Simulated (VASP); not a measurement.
# Sn (I4_1/amd) in VASP: a series of runs

Sn is run at these levels: PBE; tasks: single point, relaxation of shape and atoms at fixed volume.

All numbers are computed with VASP 6.6.1; they aren't measurements. Logs are shortened: lines on timing, memory, paths and dates and some standing lists are left out, and cuts for length are marked.

### 1 The cell of the first run

Symmetry: I4_1/amd, No. 141, tetragonal system. The conventional cell has a = 6.120 Å, b = 6.120 Å, c = 3.337 Å, α = 90.00°, β = 90.00°, γ = 90.00°. Within 4.2 Å of Sn (site symmetry -4m2) lie 10 Sn at 3.17 to 3.95 Å.

### 2 Single point, PBE (volume scaled by 1.10, then relaxed in part)

Contents of INCAR:

```
SYSTEM = Sn
PREC     = Accurate       ! precision mode
ENCUT    = 520            ! plane-wave cutoff, eV
EDIFF    = 1E-6           ! SCF threshold, eV
ISMEAR   = 0              ! smearing method
SIGMA    = 0.1            ! smearing width, eV
LREAL    = .False.        ! projectors in reciprocal space
LASPH    = .True.         ! aspherical terms in the spheres
NELM     = 60             ! most SCF steps
ALGO     = Fast           ! electronic algorithm
ISIF     = 2              ! what is computed and relaxed
LWAVE    = .False.        ! write WAVECAR
LCHARG   = .False.        ! write CHGCAR
GGA      = PE             ! functional
NBANDS   = 21             ! bands
```

Contents of KPOINTS:

```
regular mesh
0
Gamma
  14 14 14
  0 0 0
```

Contents of POSCAR:

```
Sn
1.0
   -3.0600047247      3.0600047247      1.6685228317
    3.0600047247     -3.0600047247      1.6685228317
    3.0600047247      3.0600047247     -1.6685228317
Sn
2
Direct
    0.7500000000      0.2500000000      0.5000000000
    0.0000000000      0.0000000000      0.0000000000
```

Potentials or basis: VASP PAW PBE potentials, release 64 (Sn_d).

The run is started by

```sh
$ cat potpaw_PBE.64/Sn_d/POTCAR > POTCAR
$ mpirun -np 1 vasp_std > vasp.out
```

OUTCAR:

```text
SYSTEM = Sn
   PREC = Accurate
   ENCUT = 520
   EDIFF = 1E-6
   ISMEAR = 0
   LREAL = .False.
   LASPH = .True.
   NELM = 60
   ISIF = 2
   GGA = PE

 ion  position               nearest neighbor table
   1  0.750  0.250  0.500-   2 3.17   2 3.17   2 3.17   2 3.17
   2  0.000  0.000  0.000-   1 3.17   1 3.17   1 3.17   1 3.17

  LATTYP: Found a body centered tetragonal cell.
 ALAT       =     6.1200094494
 C/A-ratio  =     0.5452680573

  Lattice vectors:

 A1 = (  -3.0600047247,   3.0600047247,   1.6685228317)
 A2 = (   3.0600047247,  -3.0600047247,   1.6685228317)
 A3 = (   3.0600047247,   3.0600047247,  -1.6685228317)

Analysis of symmetry for initial positions (statically):
=====================================================================
 Subroutine PRICEL returns:
 Original cell was already a primitive cell.

 Routine SETGRP: Setting up the symmetry group for a
 body centered tetragonal supercell.

 Subroutine GETGRP returns: Found 16 space group operations
 (whereof  8 operations were pure point group operations)
 out of a pool of 16 trial point group operations.

The static configuration has the point symmetry D_2d.
 The point group associated with its full space group is D_4h.

Analysis of symmetry for dynamics (positions and initial velocities):
=====================================================================
 Subroutine PRICEL returns:
 Original cell was already a primitive cell.

 Routine SETGRP: Setting up the symmetry group for a
 body centered tetragonal supercell.

 Subroutine GETGRP returns: Found 16 space group operations
 (whereof  8 operations were pure point group operations)
 out of a pool of 16 trial point group operations.

The dynamic configuration has the point symmetry D_2d.
 The point group associated with its full space group is D_4h.

 Subroutine INISYM returns: Found 16 space group operations
 (whereof  8 operations are pure point group operations),
 and found     1 'primitive' translations

----------------------------------------------------------------------------------------

                                     Primitive cell

  volume of cell :      62.4937

  direct lattice vectors                    reciprocal lattice vectors
    -3.060004725  3.060004725  1.668522832     0.000000000  0.163398441  0.299666262
     3.060004725 -3.060004725  1.668522832     0.163398441  0.000000000  0.299666262
     3.060004725  3.060004725 -1.668522832     0.163398441  0.163398441  0.000000000

  length of vectors
     4.638019650  4.638019650  4.638019650     0.341319380  0.341319380  0.231080291

  position of ions in fractional coordinates (direct lattice)
     0.750000000  0.250000000  0.500000000
     0.000000000  0.000000000  0.000000000

  ion indices of the primitive-cell ions
   primitive index   ion index
                 1           1
                 2           2

----------------------------------------------------------------------------------------

 KPOINTS: regular mesh

Automatic generation of k-mesh.
 Grid dimensions read from file:
 generate k-points for:   14   14   14

 Generating k-lattice:

  Cartesian coordinates                     Fractional coordinates (reciprocal lattice)
     0.000000000  0.011671317  0.021404733     0.071428571 -0.000000000  0.000000000
     0.011671317  0.000000000  0.021404733    -0.000000000  0.071428571  0.000000000
     0.011671317  0.011671317  0.000000000     0.000000000  0.000000000  0.071428571

  Length of vectors
     0.024379956  0.024379956  0.016505735

  Shift w.r.t. Gamma in fractional coordinates (k-lattice)
     0.000000000  0.000000000  0.000000000

 Subroutine IBZKPT returns following result:
 ===========================================

 Found    244 irreducible k-points:

 Following reciprocal coordinates:
            Coordinates               Weight
  0.000000  0.000000  0.000000      1.000000
  0.071429  0.000000 -0.000000      8.000000
  0.142857  0.000000 -0.000000      8.000000
  0.214286  0.000000  0.000000      8.000000
  0.285714  0.000000 -0.000000      8.000000
  0.357143  0.000000 -0.000000      8.000000
[... 16 lines left out ...]
  0.214286  0.142857 -0.000000     16.000000
  0.285714  0.142857 -0.000000     16.000000
 [... further k-points ...]
   k-points           NKPTS =    244   k-points in BZ     NKDIM =    244   number of bands    NBANDS=     21
   number of dos      NEDOS =    301   number of ions     NIONS =      2
   total plane-waves  NPLWV =  46656
   dimension x,y,z NGX =    36 NGY =   36 NGZ =   36
   dimension x,y,z NGXF=    72 NGYF=   72 NGZF=   72
   ions per type =               2
   NGX,Y,Z   is equivalent  to a cutoff of  12.90, 12.90, 12.90 a.u.
   NGXF,Y,Z  is equivalent  to a cutoff of  25.81, 25.81, 25.81 a.u.
 SYSTEM =  Sn
   PREC   = accura    normal or accurate (medium, high low for compatibility)
   ISTART =      0    job   : 0-new  1-cont  2-samecut
   ICHARG =      2    charge: 1-file 2-atom 10-const
[... 39 lines left out ...]
 Gauss-broadening in eV      SIGMA  =   0.10
  energy-cutoff  :      520.00
  volume of cell :       62.49
 maximum number of plane-waves:      1715
   NGX = 17   NGY = 17   NGZ = 17

 number of electron      28.0000005 magnetization

 Free energy of the ion-electron system (eV)
  ---------------------------------------------------
  ext. energy  EPLUGINS =         0.00000000
  ---------------------------------------------------
  free energy    TOTEN  =        -7.54017843 eV

  energy without entropy =       -7.53262776  energy(sigma->0) =       -7.53640309

 E-fermi :   6.3446     XC(G=0):  -9.6580

 val. band max:        6.3404836574   @ k =   0.5000   0.1429  -0.0000
 cond. band min:       6.3448663415   @ k =  -0.2143  -0.2857   0.1429
 fundamental gap:      0.0043826840
 Fermi energy:         6.3446375605

 k-point     1 :       0.0000    0.0000    0.0000
  band No.  band energies     occupation
      1     -15.1502      2.00000
      2     -15.0993      2.00000
      3     -15.0621      2.00000
      4     -15.0593      2.00000
      5     -14.9670      2.00000
      6     -14.9670      2.00000
[... 13 lines left out ...]
     20      15.5639      0.00000
     21      16.1815      0.00000

 k-point     2 :       0.0714    0.0000   -0.0000
  band No.  band energies     occupation
      1     -15.1481      2.00000
      2     -15.0925      2.00000
      3     -15.0599      2.00000
      4     -15.0516      2.00000
      5     -14.9712      2.00000
      6     -14.9706      2.00000
[... 13 lines left out ...]
     20      15.4533      0.00000
     21      15.7306      0.00000

 k-point     3 :       0.1429    0.0000   -0.0000
  band No.  band energies     occupation
      1     -15.1419      2.00000
      2     -15.0743      2.00000
      3     -15.0536      2.00000
      4     -15.0326      2.00000
      5     -14.9812      2.00000
      6     -14.9753      2.00000
[... 13 lines left out ...]
     20      14.4399      0.00000
     21      14.6776      0.00000

 k-point     4 :       0.2143    0.0000    0.0000
  band No.  band energies     occupation
      1     -15.1322      2.00000
      2     -15.0513      2.00000
      3     -15.0445      2.00000
      4     -15.0167      2.00000
      5     -14.9936      2.00000
      6     -14.9717      2.00000
[... 13 lines left out ...]
     20      13.5842      0.00000
     21      14.3437      0.00000

 k-point     5 :       0.2857    0.0000   -0.0000
  band No.  band energies     occupation
      1     -15.1214      2.00000
      2     -15.0360      2.00000
      3     -15.0350      2.00000
      4     -15.0185      2.00000
      5     -15.0041      2.00000
      6     -14.9808      2.00000
[... 13 lines left out ...]
     20      12.9854      0.00000
     21      14.6393      0.00000
[... 382 lines left out ...]
     20      15.8086      0.00000
     21      16.1617      0.00000

 k-point    22 :       0.1429    0.1429   -0.0000
  band No.  band energies     occupation
      1     -15.1284      2.00000
      2     -15.0397      2.00000
      3     -15.0341      2.00000
      4     -15.0046      2.00000
      5     -14.9958      2.00000
      6     -14.9883      2.00000
[... 13 lines left out ...]
     20      13.3409      0.00000
     21      13.5416      0.00000

 k-point    23 :       0.2143    0.1429   -0.0000
  band No.  band energies     occupation
      1     -15.1201      2.00000
      2     -15.0374      2.00000
      3     -15.0306      2.00000
      4     -15.0092      2.00000
      5     -15.0029      2.00000
      6     -14.9953      2.00000
[... 13 lines left out ...]
     20      13.0959      0.00000
     21      13.8827      0.00000

 k-point    24 :       0.2857    0.1429   -0.0000
  band No.  band energies     occupation
      1     -15.1130      2.00000
      2     -15.0442      2.00000
      3     -15.0255      2.00000
      4     -15.0208      2.00000
      5     -15.0027      2.00000
      6     -14.9960      2.00000
[... 13 lines left out ...]
     20      13.6442      0.00000
     21      14.5936      0.00000

 [... further k-points ...]

------------------------ aborting loop because EDIFF is reached ----------------------------------------

  FORCE on cell =-STRESS in cart. coord.  units (eV):
  Direction    XX          YY          ZZ          XY          YZ          ZX
  --------------------------------------------------------------------------------------
  -------------------------------------------------------------------------------------
  Total       -1.4234751     -1.4234751     -1.3909655      0.0000000      0.0000000      0.0000000
  in kB      -36.4942216    -36.4942216    -35.6607596      0.0000000      0.0000000      0.0000000
  external PRESSURE =     -36.2164009 kB  Pullay stress =       0.0000000 kB

 VOLUME and BASIS-vectors are now :
 -----------------------------------------------------------------------------
  energy-cutoff  :      520.00
  volume of cell :       62.49
      direct lattice vectors                 reciprocal lattice vectors
    -3.060004725  3.060004725  1.668522832     0.000000000  0.163398441  0.299666262
     3.060004725 -3.060004725  1.668522832     0.163398441  0.000000000  0.299666262
     3.060004725  3.060004725 -1.668522832     0.163398441  0.163398441  0.000000000

 POSITION                                       TOTAL-FORCE (eV/Angst)
 -----------------------------------------------------------------------------------
      0.00000      3.06000      0.83426        -0.000000     -0.000000     -0.000000
      0.00000      0.00000      0.00000         0.000000      0.000000      0.000000
 -----------------------------------------------------------------------------------
    total drift:                               -0.000000      0.000000     -0.000000

  FREE ENERGIE OF THE ION-ELECTRON SYSTEM (eV)
  ---------------------------------------------------
  free  energy   TOTEN  =        -7.5401784272 eV

  energy  without entropy=       -7.5326277609  energy(sigma->0) =       -7.53640309
```

Wall time 9.2 min (1 thread of Oxide Virtual Turin-like, shared host); peak memory 0.35 GiB.

What came out:

```yaml
Free_energy: -7.5402 eV
Pressure: -3.6 GPa
Band_gap_on_the_k_mesh: zero (band 14 reaches 7.56 eV, above the bottom of band 15 at 4.24 eV)
```

Stress tensor (GPa, compression positive):
```
-3.65  0.00  0.00
 0.00 -3.65  0.00
 0.00  0.00 -3.57
```

Levels at points of the mesh, in eV from the Fermi level:
| k point | band 10 | band 11 | band 12 | band 13 | band 14 | band 15 | band 16 | band 17 | band 18 | band 19 |
| --- | --- | --- | --- | --- | --- | --- | --- | --- | --- | --- |
| (0.00, 0.00, 0.00) | -21.17 | -10.15 | -4.02 | -1.62 | -1.62 | 3.19 | 5.54 | 5.54 | 5.92 | 6.02 |
| (0.50, 0.00, 0.00) | -21.21 | -6.67 | -5.06 | -2.32 | -1.38 | -0.90 | 2.37 | 2.52 | 4.04 | 6.81 |
| (0.50, 0.50, 0.00) | -21.25 | -8.20 | -8.20 | 0.62 | 0.62 | 1.33 | 1.33 | 5.40 | 5.40 | 8.84 |
| (0.50, 0.50, 0.50) | -21.30 | -7.20 | -7.20 | -4.05 | -4.05 | 4.56 | 4.56 | 8.08 | 8.08 | 11.82 |

Caveat: spin-orbit coupling is left out, which moves the levels of the heavy elements.

### 3 Relaxation of shape and atoms at fixed volume, PBE (volume scaled by 0.88)

Contents of INCAR:

```
PREC = Accurate ; ENCUT = 600
EDIFF = 1E-6 ; ISMEAR = 0
SIGMA = 0.1 ; LREAL = F
LASPH = T ; NELM = 80
ALGO = Fast ; ISIF = 4
LWAVE = F ; LCHARG = F
GGA = PE ; IBRION = 2
NSW = 50 ; EDIFFG = -0.01
```

Contents of KPOINTS:

```
Automatic mesh
0
Gamma
  14 14 14
```

Contents of POSCAR:

```
Sn
1.0
   -2.8406567522      2.8406567522      1.5489193888
    2.8406567522     -2.8406567522      1.5489193888
    2.8406567522      2.8406567522     -1.5489193888
Sn
2
Direct
    0.7500000000      0.2500000000      0.5000000000
    0.0000000000      0.0000000000      0.0000000000
```

Potentials or basis: VASP PAW PBE potentials, release 64 (Sn_d).

The run is started by

```sh
$ cat potpaw_PBE.64/Sn_d/POTCAR > POTCAR
$ mpirun -np 1 vasp_std > vasp.out
```

Wall time 13 min (1 thread of Oxide Virtual Turin-like, shared host); peak memory 0.34 GiB.

The run converged. Its results:

| Item | Value |
| --- | --- |
| Free energy | -7.4536 eV |
| Energy gained by relaxing | 0.0 meV/atom |
| Ionic steps | 2 |
| Pressure after relaxing | 8.3 GPa |
| Band gap on the k mesh | zero (band 14 reaches 10.68 eV, above the bottom of band 15 at 6.17 eV) |

Stress tensor (GPa, compression positive):
```
8.29 0.00 0.00
0.00 8.29 0.00
0.00 0.00 8.21
```

Final structure:
```
Sn
1.0
    -2.84230    2.84230    1.54713
     2.84230   -2.84230    1.54713
     2.84230    2.84230   -1.54713
Sn
2
Direct
  0.75000 0.25000 0.50000
  0.00000 0.00000 0.00000
```

Levels at points of the mesh, in eV from the Fermi level:
```tsv
k point	band 10	band 11	band 12	band 13	band 14	band 15	band 16	band 17	band 18
(0.00, 0.00, 0.00)	-21.17	-11.77	-3.38	-2.21	-2.21	2.84	6.65	6.68	7.49
(0.50, 0.00, 0.00)	-21.25	-7.09	-5.69	-2.23	-1.90	-1.29	2.17	3.06	5.10
(0.50, 0.50, 0.00)	-21.33	-9.35	-9.35	0.58	0.58	1.74	1.74	6.39	6.39
(0.50, 0.50, 0.50)	-21.40	-7.77	-7.77	-5.30	-5.30	5.34	5.34	10.22	10.22
```

Caveat: spin-orbit coupling is left out, which moves the levels of the heavy elements.

### 4 Relaxation of shape and atoms at fixed volume, PBE (volume scaled by 0.91)

Contents of INCAR:

```
SYSTEM = Sn
PREC = Accurate ; ENCUT = 600
EDIFF = 1E-6 ; ISMEAR = 0
SIGMA = 0.1 ; LREAL = .FALSE.
LASPH = .TRUE. ; NELM = 60
ALGO = Fast ; ISIF = 4
LWAVE = .FALSE. ; LCHARG = .FALSE.
GGA = PE ; IBRION = 2
NSW = 50 ; EDIFFG = -0.01
```

Contents of KPOINTS:

```
Automatic mesh
0
G
  14 14 14
  0 0 0
```

Contents of POSCAR:

```
Sn
1.0
   -2.8725769155      2.8725769155      1.5663244343
    2.8725769155     -2.8725769155      1.5663244343
    2.8725769155      2.8725769155     -1.5663244343
Sn
2
Direct
    0.7500000000      0.2500000000      0.5000000000
    0.0000000000      0.0000000000      0.0000000000
```

The run is started by

```sh
$ cat potpaw_PBE.64/Sn_d/POTCAR > POTCAR
$ mpirun -np 1 vasp_std > vasp.out
```

It took 8.6 min on 1 thread of Oxide Virtual Turin-like, shared host; peak memory 0.34 GiB.

It converged, with:

| Item | Value |
| --- | --- |
| Free energy | -7.5272 eV |
| Pressure after relaxing | 5.6 GPa |
| Band gap on the k mesh | zero (band 14 reaches 10.16 eV, above the bottom of band 15 at 5.84 eV) |

Stress tensor (GPa, compression positive):
```
5.64 0.00 0.00
0.00 5.64 0.00
0.00 0.00 5.56
```

Final structure:
```
Sn
1.0
    -2.87258    2.87258    1.56632
     2.87258   -2.87258    1.56632
     2.87258    2.87258   -1.56632
Sn
2
Cartesian
  0.0000 2.8726 0.7832
  0.0000 0.0000 0.0000
```

Levels at points of the mesh, in eV from the Fermi level:
```tsv
k point	band 11	band 12	band 13	band 14	band 15	band 16	band 17	band 18
(0.00, 0.00, 0.00)	-11.50	-3.47	-2.10	-2.10	2.91	6.49	6.50	7.19
(0.50, 0.00, 0.00)	-7.03	-5.57	-2.27	-1.81	-1.23	2.20	2.98	4.94
(0.50, 0.50, 0.00)	-9.15	-9.15	0.60	0.60	1.69	1.69	6.22	6.22
(0.50, 0.50, 0.50)	-7.67	-7.67	-5.09	-5.09	5.20	5.20	9.90	9.91
```

Caveat: the relaxation stopped at its first step, so nothing moved; spin-orbit coupling is left out, which moves the levels of the heavy elements.

### 5 Relaxation of shape and atoms at fixed volume, PBE (volume scaled by 1.10)

Contents of INCAR:

```
SYSTEM = Sn
PREC = Accurate
ENCUT = 600
EDIFF = 1E-6
ISMEAR = 0
SIGMA = 0.1
LREAL = .False.
LASPH = .True.
NELM = 80
ALGO = Fast
ISIF = 4
LWAVE = .False.
LCHARG = .False.
GGA = PE
IBRION = 2
NSW = 50
EDIFFG = -0.01
```

Contents of KPOINTS:

```
regular mesh
0
Gamma
  14 14 14
  0 0 0
```

Contents of POSCAR:

```
Sn
1.0
   -3.0600047247      3.0600047247      1.6685228317
    3.0600047247     -3.0600047247      1.6685228317
    3.0600047247      3.0600047247     -1.6685228317
Sn
2
Direct
    0.7500000000      0.2500000000      0.5000000000
    0.0000000000      0.0000000000      0.0000000000
```

The run is started by

```sh
$ cat potpaw_PBE.64/Sn_d/POTCAR > POTCAR
$ mpirun -np 1 vasp_std > vasp.out
```

Run time: 22 min. Hardware: 1 thread of Oxide Virtual Turin-like, shared host; peak memory 0.41 GiB.

It converged, with:

* Free energy: -7.5403 eV
* Energy gained by relaxing: 0.0 meV/atom
* Ionic steps: 3
* Pressure after relaxing: -3.6 GPa
* Band gap on the k mesh: zero (band 14 reaches 7.57 eV, above the bottom of band 15 at 4.24 eV)

Final structure:
```yaml
crystal:
  lattice:
    - [-3.05682, 3.05682, 1.67200]
    - [3.05682, -3.05682, 1.67200]
    - [3.05682, 3.05682, -1.67200]
  atoms:
    - { symbol: Sn, position: [0.75000, 0.25000, 0.50000] }
    - { symbol: Sn, position: [0.00000, 0.00000, 0.00000] }
```

Levels at points of the mesh, in eV from the Fermi level:
```
           k point  band 12  band 13  band 14  band 15  band 16  band 17
(0.00, 0.00, 0.00)    -3.99    -1.61    -1.61     3.20     5.56     5.56
(0.50, 0.00, 0.00)    -5.07    -2.31    -1.37    -0.91     2.37     2.53
(0.50, 0.50, 0.00)    -8.19     0.63     0.63     1.35     1.35     5.36
(0.50, 0.50, 0.50)    -7.19    -4.04    -4.04     4.51     4.51     8.11
```

Caveat: spin-orbit coupling is left out, which moves the levels of the heavy elements.

### 6 Summary

```tsv
task	cell	cutoff (eV)	gap on the mesh (eV)	pressure (GPa)
single point	a = 4.638 Å, angles 97.4, 97.4, 137.8°, 2 atoms	520	none	-3.6
relaxation of shape and atoms at fixed volume	relaxed from a = 4.306 Å, angles 97.4, 97.4, 137.8°, 2 atoms	600	none	8.3
relaxation of shape and atoms at fixed volume	relaxed from a = 4.354 Å, angles 97.4, 97.4, 137.8°, 2 atoms	600	none	5.6
relaxation of shape and atoms at fixed volume	relaxed from a = 4.638 Å, angles 97.4, 97.4, 137.8°, 2 atoms	600	none	-3.6
```

Alike in all rows: level PBE; potentials or basis VASP PAW PBE potentials, release 64 (Sn_d); no spin polarisation; k mesh 14 × 14 × 14; smearing gaussian 0.1 eV.

Caveats: spin-orbit coupling is left out, which moves the levels of the heavy elements; the relaxation stopped at its first step, so nothing moved (some runs).

Absolute energies hang on the potentials; compare differences alone.
